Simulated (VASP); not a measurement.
# RbBr (Pm-3m) in VASP: settings compared, part 2 of 2

VASP 6.6.1. The steps go on from the part before.

## (3) Relaxation of cell and atoms, PBE

File INCAR:

```
SYSTEM = RbBr
PREC = Accurate
ENCUT = 600
EDIFF = 1E-6
ISMEAR = -1
SIGMA = 0.05
LREAL = .False.
LASPH = .True.
NELM = 100
ALGO = Normal
ISIF = 3
LWAVE = .False.
LCHARG = .False.
GGA = PE
IBRION = 2
NSW = 60
EDIFFG = -0.01
```

File KPOINTS:

```
Automatic mesh
0
Gamma
  7 7 7
  0 0 0
```

File POSCAR:

```
RbBr
1.0
    4.1260773000      0.0000000000      0.0000000000
    0.0000000000      4.1260773000      0.0000000000
    0.0000000000      0.0000000000      4.1260773000
Rb Br
1 1
Direct
    0.0000000000      0.0000000000      0.0000000000
    0.5000000000      0.5000000000      0.5000000000
```

Potentials or basis: VASP PAW PBE potentials, release 64 (Rb_sv, Br).

On the command line:

```bash
cat potpaw_PBE.64/Rb_sv/POTCAR potpaw_PBE.64/Br/POTCAR > POTCAR
mpirun -np 1 vasp_std > vasp.out
```

OUTCAR:

```text
SYSTEM = RbBr
   PREC = Accurate
   ENCUT = 600
   EDIFF = 1E-6
   ISMEAR = -1
   LREAL = .False.
   LASPH = .True.
   NELM = 100
   ISIF = 3
   GGA = PE
   IBRION = 2
   NSW = 60
   EDIFFG = -0.01

 ion  position               nearest neighbor table
   1  0.000  0.000  0.000-   2 3.57   2 3.57   2 3.57   2 3.57   2 3.57   2 3.57   2 3.57   2 3.57

   2  0.500  0.500  0.500-   1 3.57   1 3.57   1 3.57   1 3.57   1 3.57   1 3.57   1 3.57   1 3.57

  LATTYP: Found a simple cubic cell.
 ALAT       =     4.1260773000

  Lattice vectors:

 A1 = (   4.1260773000,   0.0000000000,   0.0000000000)
 A2 = (   0.0000000000,   4.1260773000,   0.0000000000)
 A3 = (   0.0000000000,   0.0000000000,   4.1260773000)

Analysis of symmetry for initial positions (statically):
=====================================================================
 Subroutine PRICEL returns:
 Original cell was already a primitive cell.

 Routine SETGRP: Setting up the symmetry group for a
 simple cubic supercell.

 Subroutine GETGRP returns: Found 48 space group operations
 (whereof 48 operations were pure point group operations)
 out of a pool of 48 trial point group operations.

The static configuration has the point symmetry O_h .

Analysis of symmetry for dynamics (positions and initial velocities):
=====================================================================
 Subroutine PRICEL returns:
 Original cell was already a primitive cell.

 Routine SETGRP: Setting up the symmetry group for a
 simple cubic supercell.

 Subroutine GETGRP returns: Found 48 space group operations
 (whereof 48 operations were pure point group operations)
 out of a pool of 48 trial point group operations.

The dynamic configuration has the point symmetry O_h .

 Subroutine INISYM returns: Found 48 space group operations
 (whereof 48 operations are pure point group operations),
[... 100 lines left out ...]
   TEBEG  =    0.0;   TEEND  =   0.0 temperature during run
   PSTRESS=    0.0 pullay stress
   NELECT =      16.0000    total number of electrons
   NUPDOWN=      -1.0000    fix difference up-down
   EMIN   =  10.00;   EMAX   =-10.00  energy-range for DOS
   EFERMI =   0.00;   METHOD = LEGACY
   ISMEAR =    -1;   SIGMA  =   0.05  broadening in eV -4-tet -1-fermi 0-gaus
   EFERMI_NEDOS =   21; number of points for ismear=-14 and -15
   IALGO  =     38    algorithm
   IMIX   =      4    mixing-type and parameters
     AMIX     =   0.40;   BMIX     =  1.00
     AMIX_MAG =   1.60;   BMIX_MAG =  1.00
  volume/ion in A,a.u.               =      35.12       237.02
  Fermi-wavevector in a.u.,A,eV,Ry     =   0.999795  1.889338 13.600238  0.999589
  Thomas-Fermi vector in A             =   2.132108
   LORBIT       =      0    0 simple, 1 ext, 2 COOP (PROOUT), +10 PAW based schemes
   GGA     = PE    functional components
   LHFCALC =     F    Hartree Fock is set to
   AEXX    =    0.0000 exact exchange contribution
   IVDW    =     0    specifies the selected vdW correction
   LEPSILON=     F    determine dielectric tensor
   LRPA    =     F    only Hartree local field effects (RPA)
 conjugate gradient relaxation of ions
 non-spin polarized calculation
  energy-cutoff  :      600.00
  volume of cell :       70.24
 maximum number of plane-waves:      2363
 NGX is ok and might be reduce to    36
   NGX = 17   NGY = 17   NGZ = 17

--------------------------------------- Ionic step        1  -------------------------------------------

 number of electron      16.0000001 magnetization

 Free energy of the ion-electron system (eV)
  ---------------------------------------------------
  ext. energy  EPLUGINS =         0.00000000
  ---------------------------------------------------
  free energy    TOTEN  =        -5.99573542 eV

  energy without entropy =       -5.99573542  energy(sigma->0) =       -5.99573542

------------------------ aborting loop because EDIFF is reached ----------------------------------------

  FORCE on cell =-STRESS in cart. coord.  units (eV):
  Direction    XX          YY          ZZ          XY          YZ          ZX
  --------------------------------------------------------------------------------------
  -------------------------------------------------------------------------------------
  Total        0.3675279      0.3675279      0.3675279     -0.0000000     -0.0000000     -0.0000000
  in kB        8.3827938      8.3827938      8.3827938     -0.0000000     -0.0000000     -0.0000000
  external PRESSURE =       8.3827938 kB  Pullay stress =       0.0000000 kB
[... 59 lines left out ...]
--------------------------------------- Ionic step        3  -------------------------------------------

 number of electron      16.0000000 magnetization

 Free energy of the ion-electron system (eV)
  ---------------------------------------------------
  ext. energy  EPLUGINS =         0.00000000
  ---------------------------------------------------
  free energy    TOTEN  =        -6.00516611 eV

  energy without entropy =       -6.00516611  energy(sigma->0) =       -6.00516611

 E-fermi :   0.2149     XC(G=0):  -7.6938

 val. band max:       -0.9421228692   @ k =   0.4286   0.4286   0.0000
 cond. band min:       2.9789556746   @ k =   0.0000   0.0000   0.0000
 fundamental gap:      3.9210785438
 Fermi energy:         0.2148937347

 k-point     1 :       0.0000    0.0000    0.0000
  band No.  band energies     occupation
      1     -26.1126      2.00000
      2     -13.4511      2.00000
      3     -10.1044      2.00000
      4     -10.1044      2.00000
      5     -10.1044      2.00000
      6      -1.0720      2.00000
      7      -1.0720      2.00000
      8      -1.0720      2.00000
      9       2.9790      0.00000
     10       4.7135      0.00000
     11       4.7135      0.00000
     12       8.8505      0.00000
[... 312 lines left out ...]
  FREE ENERGIE OF THE ION-ELECTRON SYSTEM (eV)
  ---------------------------------------------------
  free  energy   TOTEN  =        -6.0051661072 eV

  energy  without entropy=       -6.0051661072  energy(sigma->0) =       -6.00516611

 reached required accuracy - stopping structural energy minimisation
```

Wall time 35 s (1 thread of Intel Xeon Platinum 8259CL at 2.50GHz (Skylake/Cascade Lake), shared host); peak memory 0.22 GiB.

What came out:

* Free energy: -6.0052 eV
* Relaxed volume: 37.14 Å³/atom
* Relaxed cell: a = 4.204 Å, b = 4.204 Å, c = 4.204 Å, α = 90.00°, β = 90.00°, γ = 90.00°
* Space group after relaxing (to 0.05 Å): Pm-3m (No. 221)
* Energy gained by relaxing: 4.7 meV/atom
* Ionic steps: 3
* Pressure after relaxing: 0.0 GPa
* Band gap on the k mesh: 3.92 eV, indirect (least direct gap 4.05 eV)

The path:
```csv
step,energy change (eV),largest force (eV/Å),pressure (GPa),volume (Å³)
1,0.0000,0.0000,0.84,70.24
2,-0.0072,0.0000,0.39,72.13
3,-0.0094,0.0000,-0.04,74.27
```

Final structure:
```cif
data_structure
_symmetry_space_group_name_H-M 'P 1'
_symmetry_Int_Tables_number 1
_cell_length_a 4.2035
_cell_length_b 4.2035
_cell_length_c 4.2035
_cell_angle_alpha 90.000
_cell_angle_beta 90.000
_cell_angle_gamma 90.000
_cell_volume 74.27
loop_
_atom_site_label
_atom_site_type_symbol
_atom_site_fract_x
_atom_site_fract_y
_atom_site_fract_z
_atom_site_occupancy
Rb1 Rb 0.00000 0.00000 0.00000 1
Br1 Br 0.50000 0.50000 0.50000 1
```

## (4) Relaxation of cell and atoms, PBEsol

File INCAR:

```
SYSTEM = RbBr
ALGO = Normal
EDIFF = 1E-6
EDIFFG = -0.01
ENCUT = 600
GGA = PS
IBRION = 2
ISIF = 3
ISMEAR = -1
LASPH = .True.
LCHARG = .False.
LREAL = .False.
LWAVE = .False.
NELM = 100
NSW = 60
PREC = Accurate
SIGMA = 0.05
```

File KPOINTS:

```
k-points
0
Gamma
  7 7 7
  0 0 0
```

POSCAR is that of step 3.

Potentials or basis: VASP PAW PBE potentials, release 64 (Rb_sv, Br).

On the command line:

```bash
cat potpaw_PBE.64/Rb_sv/POTCAR potpaw_PBE.64/Br/POTCAR > POTCAR
mpirun -np 1 vasp_std > vasp.out
```

OUTCAR:

```text
SYSTEM = RbBr
   EDIFF = 1E-6
   EDIFFG = -0.01
   ENCUT = 600
   GGA = PS
   IBRION = 2
   ISIF = 3
   ISMEAR = -1
   LASPH = .True.
   LREAL = .False.
   NELM = 100
   NSW = 60
   PREC = Accurate

 ion  position               nearest neighbor table
   1  0.000  0.000  0.000-   2 3.57   2 3.57   2 3.57   2 3.57   2 3.57   2 3.57   2 3.57   2 3.57

   2  0.500  0.500  0.500-   1 3.57   1 3.57   1 3.57   1 3.57   1 3.57   1 3.57   1 3.57   1 3.57

  LATTYP: Found a simple cubic cell.
 ALAT       =     4.1260773000

  Lattice vectors:

 A1 = (   4.1260773000,   0.0000000000,   0.0000000000)
 A2 = (   0.0000000000,   4.1260773000,   0.0000000000)
 A3 = (   0.0000000000,   0.0000000000,   4.1260773000)

Analysis of symmetry for initial positions (statically):
=====================================================================
 Subroutine PRICEL returns:
 Original cell was already a primitive cell.

 Routine SETGRP: Setting up the symmetry group for a
 simple cubic supercell.

 Subroutine GETGRP returns: Found 48 space group operations
 (whereof 48 operations were pure point group operations)
 out of a pool of 48 trial point group operations.

[... 149 lines left out ...]

 number of electron      16.0000001 magnetization

 Free energy of the ion-electron system (eV)
  ---------------------------------------------------
  ext. energy  EPLUGINS =         0.00000000
  ---------------------------------------------------
  free energy    TOTEN  =        -6.29677736 eV

  energy without entropy =       -6.29677736  energy(sigma->0) =       -6.29677736

------------------------ aborting loop because EDIFF is reached ----------------------------------------

  FORCE on cell =-STRESS in cart. coord.  units (eV):
  Direction    XX          YY          ZZ          XY          YZ          ZX
  --------------------------------------------------------------------------------------
  -------------------------------------------------------------------------------------
  Total       -0.2447529     -0.2447529     -0.2447529      0.0000000     -0.0000000     -0.0000000
  in kB       -5.5824699     -5.5824699     -5.5824699      0.0000000     -0.0000000     -0.0000000
  external PRESSURE =      -5.5824699 kB  Pullay stress =       0.0000000 kB
[... 59 lines left out ...]
--------------------------------------- Ionic step        3  -------------------------------------------

 number of electron      16.0000000 magnetization

 Free energy of the ion-electron system (eV)
  ---------------------------------------------------
  ext. energy  EPLUGINS =         0.00000000
  ---------------------------------------------------
  free energy    TOTEN  =        -6.30125504 eV

  energy without entropy =       -6.30125504  energy(sigma->0) =       -6.30125504

 E-fermi :   0.5223     XC(G=0):  -8.2863

 val. band max:       -0.6097828634   @ k =   0.4286   0.4286   0.0000
 cond. band min:       3.4451624072   @ k =   0.0000   0.0000   0.0000
 fundamental gap:      4.0549452706
 Fermi energy:         0.5223076975

 k-point     1 :       0.0000    0.0000    0.0000
  band No.  band energies     occupation
      1     -25.5604      2.00000
      2     -13.2872      2.00000
      3      -9.5466      2.00000
      4      -9.5466      2.00000
      5      -9.5466      2.00000
      6      -0.7417      2.00000
      7      -0.7417      2.00000
      8      -0.7417      2.00000
      9       3.4452      0.00000
     10       4.8263      0.00000
     11       4.8263      0.00000
     12       9.4183      0.00000
[... 312 lines left out ...]
  FREE ENERGIE OF THE ION-ELECTRON SYSTEM (eV)
  ---------------------------------------------------
  free  energy   TOTEN  =        -6.3012550357 eV

  energy  without entropy=       -6.3012550356  energy(sigma->0) =       -6.30125504

 reached required accuracy - stopping structural energy minimisation
```

Run time: 32 s. Hardware: 1 thread of Intel Xeon Platinum 8259CL at 2.50GHz (Skylake/Cascade Lake), shared host; peak memory 0.22 GiB.

What came out:

```
Free energy                            : -6.3013 eV
Relaxed volume                         : 33.82 Å³/atom
Relaxed cell                           : a = 4.074 Å, b = 4.074 Å, c = 4.074 Å, α = 90.00°, β = 90.00°, γ = 90.00°
Space group after relaxing (to 0.05 Å) : Pm-3m (No. 221)
Energy gained by relaxing              : 2.2 meV/atom
Ionic steps                            : 3
Pressure after relaxing                : 0.0 GPa
Band gap on the k mesh                 : 4.05 eV, indirect (least direct gap 4.19 eV)
```

The path:
```
step  energy change (eV)  largest force (eV/Å)  pressure (GPa)  volume (Å³)
   1              0.0000                0.0000           -0.56        70.24
   2             -0.0033                0.0000           -0.30        69.01
   3             -0.0045                0.0000            0.03        67.64
```

Final structure:
```xyz
2
Lattice="4.0744 0.0000 0.0000 0.0000 4.0744 0.0000 0.0000 0.0000 4.0744" Properties=species:S:1:pos:R:3 pbc="T T T"
Rb    0.0000    0.0000    0.0000
Br    2.0372    2.0372    2.0372
```

Levels at points of the mesh, in eV from the valence-band top:
```tsv
k point	band 5	band 6	band 7	band 8	band 9	band 10	band 11	band 12
(0.00, 0.00, 0.00)	-8.94	-0.13	-0.13	-0.13	4.05	5.44	5.44	10.03
```

Caveat: the PAW data sets were made with another functional, which shifts forces and pressure a little. Expect the measured gap to be larger: semilocal functionals such as PBEsol lack the derivative discontinuity.

## (5) Relaxation of cell and atoms, RPBE

File INCAR:

```
SYSTEM = RbBr
ALGO = Normal ; EDIFF = 1E-6
EDIFFG = -0.01 ; ENCUT = 600
GGA = RP ; IBRION = 2
ISIF = 3 ; ISMEAR = -1
LASPH = .True. ; LCHARG = .False.
LREAL = .False. ; LWAVE = .False.
NELM = 80 ; NSW = 60
PREC = Accurate ; SIGMA = 0.05
```

KPOINTS is that of step 4.

POSCAR is that of step 4.

On the command line:

```bash
cat potpaw_PBE.64/Rb_sv/POTCAR potpaw_PBE.64/Br/POTCAR > POTCAR
mpirun -np 1 vasp_std > vasp.out
```

It took 53 s on 1 thread of Intel Xeon Platinum 8259CL at 2.50GHz (Skylake/Cascade Lake), shared host; peak memory 0.22 GiB.

Results (log left out):

| Property | Result |
| --- | --- |
| Free energy | -5.6542 eV |
| Relaxed volume | 41.36 Å³/atom |
| Relaxed cell | a = 4.357 Å, b = 4.357 Å, c = 4.357 Å, α = 90.00°, β = 90.00°, γ = 90.00° |
| Space group after relaxing (to 0.05 Å) | Pm-3m (No. 221) |
| Energy gained by relaxing | 41.6 meV/atom |
| Ionic steps | 4 |
| Pressure after relaxing | 0.0 GPa |
| Band gap on the k mesh | 3.92 eV, indirect (least direct gap 4.04 eV) |

The path:
```tsv
step	energy change (eV)	largest force (eV/Å)	pressure (GPa)	volume (Å³)
1	0.0000	0.0000	2.46	70.24
2	-0.0611	0.0000	1.10	75.88
3	-0.0824	0.0000	0.20	81.38
4	-0.0833	0.0000	0.03	82.71
```

Final structure:
```
Rb Br
1.0
     4.35705    0.00000    0.00000
     0.00000    4.35705    0.00000
     0.00000    0.00000    4.35705
Rb Br
1 1
Direct
  0.00000 0.00000 0.00000
  0.50000 0.50000 0.50000
```

Levels at points of the mesh, in eV from the valence-band top:
| k point | band 4 | band 5 | band 6 | band 7 | band 8 | band 9 | band 10 | band 11 | band 12 |
| --- | --- | --- | --- | --- | --- | --- | --- | --- | --- |
| (0.00, 0.00, 0.00) | -9.46 | -9.46 | -0.12 | -0.12 | -0.12 | 3.92 | 5.93 | 5.93 | 9.54 |

Caveat: the volume moved by over 15 % at a fixed basis, so the end points are rough; the PAW data sets were made with another functional, which shifts forces and pressure a little.

## (6) Summary

| level | potentials or basis | gap on the mesh (eV) | pressure (GPa) | relaxed volume (Å³/atom) |
| --- | --- | --- | --- | --- |
| LDA | VASP PAW LDA potentials, release 64 (Rb_sv, Br) | 4.15 | 0.0 | 31.31 |
| PBE | VASP PAW PBE potentials, release 64 (Rb_sv, Br) | 3.92 | 0.0 | 37.14 |
| PBEsol | VASP PAW PBE potentials, release 64 (Rb_sv, Br) | 4.05 | 0.0 | 33.82 |
| RPBE | VASP PAW PBE potentials, release 64 (Rb_sv, Br) | 3.92 | 0.0 | 41.36 |

Alike in all rows: task relaxation of cell and atoms; no spin polarisation; cell relaxed; k mesh 7 × 7 × 7; cutoff (eV) 600; smearing fermi-dirac 0.05 eV.

Caveats: the PAW data sets were made with another functional, which shifts forces and pressure a little (some runs); the volume moved by over 15 % at a fixed basis, so the end points are rough (some runs).

Absolute energies hang on the potentials; compare differences alone.
